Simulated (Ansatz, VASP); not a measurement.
## Two plane-wave programs on Sc

```xyz
3
Lattice="5.0630 0.0000 0.0000 -2.5315 4.3847 0.0000 0.0000 0.0000 3.1801" Properties=species:S:1:pos:R:3 pbc="T T T"
Sc    2.5315    4.3847    0.0000
Sc    0.0000    2.9231    1.5901
Sc    2.5315    1.4616    1.5901
```

Alike in both runs: task single point; functional PBEsol; k mesh 8 × 8 × 11; occupations fermi-dirac, width 0.1 eV; no spin polarisation.

```csv
,VASP,Ansatz
version,VASP 6.6.1,Ansatz 0.2.0
potentials or method,"VASP PAW PBE potentials, release 64 (Sc_sv), cutoff 520 eV","plane waves (420 eV) with PAW, scalar-relativistic"
valence electrons in the cell,33,33
```

```csv
,VASP,Ansatz,Ansatz less VASP
pressure (GPa),0.0,0.0,-0.01
```

VASP's potentials were made for PBE, not for PBEsol, and Ansatz warns of the same on its side.
